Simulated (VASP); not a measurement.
CoW3, 4 atoms in the cell. The structure is cubic, space group Pm-3m (No. 221). The conventional cell has a = 3.899 Å, b = 3.899 Å, c = 3.899 Å, α = 90.00°, β = 90.00°, γ = 90.00°. Co (site symmetry m-3m) has 12 W at 2.76 Å within 3.6 Å. W (site symmetry 4/mmm) has 4 Co at 2.76 Å and 8 W at 2.76 Å within 3.6 Å. 

```yaml
Program: VASP 6.6.1
Task: single point
Functional: PBE
Potentials_or_basis: VASP PAW PBE potentials, release 64 (Co, W_sv)
Cutoff: 520 eV
k_mesh: 12 × 12 × 12
Occupations: gaussian, width 0.15 eV
Spin: no spin polarisation
Dipole_correction: no
Further_INCAR_settings: ALGO = Fast; EDIFF = 1e-07; NBANDS = 34
```

Potentials or basis: VASP PAW PBE potentials, release 64 (Co, W_sv).

Run with:

```console
$ cat potpaw_PBE.64/Co/POTCAR potpaw_PBE.64/W_sv/POTCAR > POTCAR
$ mpirun -np 1 vasp_std > vasp.out
```

Hardware: 1 thread of Intel Xeon 8259CL, with other jobs on the host.

Problem. Estimate the wall time of this run.

Solution. It took 5.8 min on 1 thread of Intel Xeon 8259CL (shared host), peak memory 0.27 GiB. Counts: scf iterations 20, k points 84.
